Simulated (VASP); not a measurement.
# La (P6_3/mmc) in VASP: a series of runs

The runs below take La through single point, with PBEsol.

Everything below comes from runs of VASP 6.6.1. Logs are shortened: lines on timing, memory, paths and dates and some standing lists are left out, and cuts for length are marked.

### Step 1. The cell of the first run

Symmetry: P6_3/mmc, No. 194, hexagonal system. Conventional cell: a = 3.808 Å, b = 3.808 Å, c = 11.430 Å, α = 90.00°, β = 90.00°, γ = 120.00°. La (site symmetry -3m) has 12 La at 3.61 to 3.81 Å within 4.7 Å. La (site symmetry -6m2) has 12 La at 3.61 to 3.81 Å within 4.7 Å.

### Step 2. Single point, PBEsol

INCAR

```
PREC = Accurate
ENCUT = 520
EDIFF = 1E-6
ISMEAR = 0
SIGMA = 0.15
LREAL = False
LASPH = True
NELM = 60
ALGO = Fast
ISIF = 2
LWAVE = False
LCHARG = True
GGA = PS
LELF = True
LVHAR = True
NBANDS = 30
```

KPOINTS

```
regular mesh
0
Gamma
  12 12 4
```

POSCAR

```
La
1.0
    3.8077000000      0.0000000000      0.0000000000
   -1.9038500000      3.2975649300      0.0000000000
    0.0000000000      0.0000000000     11.4298000000
La
4
Direct
    0.0000000000      0.0000000000      0.0000000000
    0.0000000000      0.0000000000      0.5000000000
    0.3333333333      0.6666666667      0.2500000000
    0.6666666667      0.3333333333      0.7500000000
```

Potentials or basis: VASP PAW PBE potentials, release 64 (La).

Command:

```console
> cat potpaw_PBE.64/La/POTCAR > POTCAR
> mpirun -np 1 vasp_std > vasp.out
```

OUTCAR:

```text
PREC = Accurate
   ENCUT = 520
   EDIFF = 1E-6
   ISMEAR = 0
   LREAL = False
   LASPH = True
   NELM = 60
   ISIF = 2
   GGA = PS

 ion  position               nearest neighbor table
   1  0.000  0.000  0.000-   3 3.61   4 3.61   4 3.61   3 3.61   4 3.61   3 3.61
   2  0.000  0.000  0.500-   3 3.61   4 3.61   4 3.61   3 3.61   4 3.61   3 3.61
   3  0.333  0.667  0.250-   1 3.61   2 3.61   1 3.61   2 3.61   1 3.61   2 3.61
   4  0.667  0.333  0.750-   1 3.61   2 3.61   1 3.61   2 3.61   1 3.61   2 3.61

  LATTYP: Found a hexagonal cell.
 ALAT       =     3.8077000000
 C/A-ratio  =     3.0017595924

  Lattice vectors:

 A1 = (   3.8077000000,   0.0000000000,   0.0000000000)
 A2 = (  -1.9038500000,   3.2975649300,   0.0000000000)
 A3 = (   0.0000000000,   0.0000000000,  11.4298000000)

Analysis of symmetry for initial positions (statically):
=====================================================================
 Subroutine PRICEL returns:
 Original cell was already a primitive cell.

 Routine SETGRP: Setting up the symmetry group for a
 hexagonal supercell.

 Subroutine GETGRP returns: Found 24 space group operations
 (whereof 12 operations were pure point group operations)
 out of a pool of 24 trial point group operations.

The static configuration has the point symmetry D_3d.
 The point group associated with its full space group is D_6h.

Analysis of symmetry for dynamics (positions and initial velocities):
=====================================================================
 Subroutine PRICEL returns:
 Original cell was already a primitive cell.

 Routine SETGRP: Setting up the symmetry group for a
 hexagonal supercell.

 Subroutine GETGRP returns: Found 24 space group operations
 (whereof 12 operations were pure point group operations)
 out of a pool of 24 trial point group operations.

The dynamic configuration has the point symmetry D_3d.
 The point group associated with its full space group is D_6h.

 Subroutine INISYM returns: Found 24 space group operations
 (whereof 12 operations are pure point group operations),
 and found     1 'primitive' translations

----------------------------------------------------------------------------------------

                                     Primitive cell

  volume of cell :     143.5141

  direct lattice vectors                    reciprocal lattice vectors
     3.807700000  0.000000000  0.000000000     0.262625732  0.151627037  0.000000000
    -1.903850000  3.297564930  0.000000000     0.000000000  0.303254074  0.000000000
     0.000000000  0.000000000 11.429800000     0.000000000  0.000000000  0.087490595

  length of vectors
     3.807700000  3.807700000 11.429800000     0.303254074  0.303254074  0.087490595

  position of ions in fractional coordinates (direct lattice)
     0.000000000  0.000000000  0.000000000
     0.000000000  0.000000000  0.500000000
     0.333333333  0.666666667  0.250000000
     0.666666667  0.333333333  0.750000000

  ion indices of the primitive-cell ions
   primitive index   ion index
                 1           1
                 2           2
                 3           3
                 4           4

----------------------------------------------------------------------------------------

 KPOINTS: regular mesh

Automatic generation of k-mesh.
 Grid dimensions read from file:
 generate k-points for:   12   12    4

 Generating k-lattice:

  Cartesian coordinates                     Fractional coordinates (reciprocal lattice)
     0.021885478  0.012635586  0.000000000     0.083333333  0.000000000  0.000000000
     0.000000000  0.025271173  0.000000000     0.000000000  0.083333333  0.000000000
     0.000000000  0.000000000  0.021872649     0.000000000  0.000000000  0.250000000

  Length of vectors
     0.025271173  0.025271173  0.021872649

  Shift w.r.t. Gamma in fractional coordinates (k-lattice)
     0.000000000  0.000000000  0.000000000

 Subroutine IBZKPT returns following result:
 ===========================================

 Found     57 irreducible k-points:

 Following reciprocal coordinates:
            Coordinates               Weight
  0.000000  0.000000  0.000000      1.000000
  0.083333  0.000000  0.000000      6.000000
  0.166667  0.000000  0.000000      6.000000
  0.250000  0.000000  0.000000      6.000000
  0.333333  0.000000  0.000000      6.000000
  0.416667  0.000000  0.000000      6.000000
[... 16 lines left out ...]
  0.250000  0.000000  0.250000     12.000000
  0.333333  0.000000  0.250000     12.000000
 [... further k-points ...]
   k-points           NKPTS =     57   k-points in BZ     NKDIM =     57   number of bands    NBANDS=     30
   number of dos      NEDOS =    301   number of ions     NIONS =      4
   total plane-waves  NPLWV =  70560
   dimension x,y,z NGX =    28 NGY =   28 NGZ =   90
   dimension x,y,z NGXF=    56 NGYF=   56 NGZF=  180
   ions per type =               4
   NGX,Y,Z   is equivalent  to a cutoff of  12.22, 12.22, 13.09 a.u.
   NGXF,Y,Z  is equivalent  to a cutoff of  24.45, 24.45, 26.18 a.u.
 SYSTEM =  unknown system
   PREC   = accura    normal or accurate (medium, high low for compatibility)
   ISTART =      0    job   : 0-new  1-cont  2-samecut
   ICHARG =      2    charge: 1-file 2-atom 10-const
   ISPIN  =      1    spin polarized calculation?
   LNONCOLLINEAR =      F non collinear calculations
   LSORBIT =      F    spin-orbit coupling
   LASPH  =      T    aspherical Exc in radial PAW
   ENCUT  =  520.0 eV  38.22 Ry    6.18 a.u.   7.08  7.08 21.25*2*pi/ulx,y,z
   NELM   =     60;   NELMIN=  2; NELMDL= -5     # of ELM steps
   EDIFF  = 0.1E-05   stopping-criterion for ELM
   LREAL  =      F    real-space projection
   EDIFFG = 0.1E-04   stopping-criterion for IOM
   NSW    =      0    number of steps for IOM
   IBRION =     -1    ionic relax: 0-MD 1-quasi-New 2-CG
   NFREE  =      0    steps in history (QN), initial steepest desc. (CG)
   ISIF   =      2    stress and relaxation
   ISYM   =      2    0-nonsym 1-usesym 2-fastsym
   POTIM  = 0.5000    time-step for ionic-motion
   TEBEG  =    0.0;   TEEND  =   0.0 temperature during run
   PSTRESS=    0.0 pullay stress
   NELECT =      44.0000    total number of electrons
   NUPDOWN=      -1.0000    fix difference up-down
   EMIN   =  10.00;   EMAX   =-10.00  energy-range for DOS
   EFERMI =   0.00;   METHOD = LEGACY
   ISMEAR =     0;   SIGMA  =   0.15  broadening in eV -4-tet -1-fermi 0-gaus
   EFERMI_NEDOS =   21; number of points for ismear=-14 and -15
   IALGO  =     68    algorithm
   IMIX   =      4    mixing-type and parameters
     AMIX     =   0.40;   BMIX     =  1.00
     AMIX_MAG =   1.60;   BMIX_MAG =  1.00
  volume/ion in A,a.u.               =      35.88       242.12
  Fermi-wavevector in a.u.,A,eV,Ry     =   1.103894  2.086058 16.579823  1.218583
  Thomas-Fermi vector in A             =   2.240359
   LORBIT       =      0    0 simple, 1 ext, 2 COOP (PROOUT), +10 PAW based schemes
   GGA     = PS    functional components
   LHFCALC =     F    Hartree Fock is set to
   AEXX    =    0.0000 exact exchange contribution
   IVDW    =     0    specifies the selected vdW correction
   LEPSILON=     F    determine dielectric tensor
   LRPA    =     F    only Hartree local field effects (RPA)
 non-spin polarized calculation
 RMM-DIIS sequential band-by-band and
 Gauss-broadening in eV      SIGMA  =   0.15
  energy-cutoff  :      520.00
  volume of cell :      143.51
 maximum number of plane-waves:      3888
   NGX = 15   NGY = 15   NGZ = 43

 number of electron      43.9999999 magnetization

 Free energy of the ion-electron system (eV)
  ---------------------------------------------------
  ext. energy  EPLUGINS =         0.00000000
  ---------------------------------------------------
  free energy    TOTEN  =       -21.32591387 eV

  energy without entropy =      -21.25383591  energy(sigma->0) =      -21.28987489

 E-fermi :   8.0615     XC(G=0):  -9.8225

 val. band max:        8.0594334366   @ k =   0.2500   0.2500   0.2500
 cond. band min:       8.0648604079   @ k =   0.5000   0.0000   0.0000
 fundamental gap:      0.0054269714
 Fermi energy:         8.0614576623

 k-point     1 :       0.0000    0.0000    0.0000
  band No.  band energies     occupation
      1     -24.7564      2.00000
      2     -24.6108      2.00000
      3     -24.6058      2.00000
      4     -24.4533      2.00000
      5      -9.2606      2.00000
      6      -8.4424      2.00000
[... 22 lines left out ...]
     29       9.5201      0.00000
     30       9.8193      0.00000

 k-point     2 :       0.0833    0.0000    0.0000
  band No.  band energies     occupation
      1     -24.7449      2.00000
      2     -24.6035      2.00000
      3     -24.5985      2.00000
      4     -24.4506      2.00000
      5      -9.2289      2.00000
      6      -8.4691      2.00000
[... 22 lines left out ...]
     29       9.6194      0.00000
     30       9.7647      0.00000

 k-point     3 :       0.1667    0.0000    0.0000
  band No.  band energies     occupation
      1     -24.7125      2.00000
      2     -24.5834      2.00000
      3     -24.5783      2.00000
      4     -24.4440      2.00000
      5      -9.1380      2.00000
      6      -8.5599      2.00000
[... 22 lines left out ...]
     29       9.6038      0.00000
     30       9.8214      0.00000

 k-point     4 :       0.2500    0.0000    0.0000
  band No.  band energies     occupation
      1     -24.6653      2.00000
      2     -24.5558      2.00000
      3     -24.5506      2.00000
      4     -24.4376      2.00000
      5      -9.0065      2.00000
      6      -8.7319      2.00000
[... 616 lines left out ...]
     29       9.5081      0.00000
     30       9.8253      0.00000

 k-point    23 :       0.2500    0.0000    0.2500
  band No.  band energies     occupation
      1     -24.6569      2.00000
      2     -24.5965      2.00000
      3     -24.5093      2.00000
      4     -24.4465      2.00000
      5      -8.9891      2.00000
      6      -8.8386      2.00000
[... 22 lines left out ...]
     29       9.5132      0.00000
     30       9.6767      0.00000

 k-point    24 :       0.3333    0.0000    0.2500
  band No.  band energies     occupation
      1     -24.6060      2.00000
      2     -24.5589      2.00000
      3     -24.4913      2.00000
      4     -24.4430      2.00000
      5      -8.9807      2.00000
      6      -8.8648      2.00000
[... 22 lines left out ...]
     29       9.6823      0.00000
     30       9.8646      0.00000

 [... further k-points ...]

------------------------ aborting loop because EDIFF is reached ----------------------------------------

  FORCE on cell =-STRESS in cart. coord.  units (eV):
  Direction    XX          YY          ZZ          XY          YZ          ZX
  --------------------------------------------------------------------------------------
  -------------------------------------------------------------------------------------
  Total       -2.0006331     -2.0006331      0.8466689      0.0000000      0.0000000     -0.0000000
  in kB      -22.3348650    -22.3348650      9.4521255      0.0000000      0.0000000     -0.0000000
  external PRESSURE =     -11.7392015 kB  Pullay stress =       0.0000000 kB

 VOLUME and BASIS-vectors are now :
 -----------------------------------------------------------------------------
  energy-cutoff  :      520.00
  volume of cell :      143.51
      direct lattice vectors                 reciprocal lattice vectors
     3.807700000  0.000000000  0.000000000     0.262625732  0.151627037  0.000000000
    -1.903850000  3.297564930  0.000000000     0.000000000  0.303254074  0.000000000
     0.000000000  0.000000000 11.429800000     0.000000000  0.000000000  0.087490595

 POSITION                                       TOTAL-FORCE (eV/Angst)
 -----------------------------------------------------------------------------------
      0.00000      0.00000      0.00000         0.000000      0.000000     -0.000000
      0.00000      0.00000      5.71490         0.000000      0.000000     -0.000000
     -0.00000      2.19838      2.85745        -0.000000      0.000000      0.000000
      1.90385      1.09919      8.57235        -0.000000     -0.000000      0.000000
 -----------------------------------------------------------------------------------
    total drift:                                0.000000     -0.000000      0.000000

  FREE ENERGIE OF THE ION-ELECTRON SYSTEM (eV)
  ---------------------------------------------------
  free  energy   TOTEN  =       -21.3259138724 eV

  energy  without entropy=      -21.2538359102  energy(sigma->0) =      -21.28987489
```

Run time: 17 min. Hardware: 1 thread of Intel Xeon Platinum 8488C (Sapphire Rapids), shared host; peak memory 0.4 GiB.

Results:

```
Free energy            : -21.3259 eV
Pressure               : -1.2 GPa
Band gap on the k mesh : zero (bands 22 and 23 overlap by 1.17 eV)
```

Stress tensor (GPa, compression positive):
```
-2.23  0.00  0.00
 0.00 -2.23  0.00
 0.00  0.00  0.95
```

Caveat: the PAW data sets were made with another functional, which shifts forces and pressure a little; spin-orbit coupling is left out, which moves the levels of the heavy elements.

(Continued in part 2 of 4.)
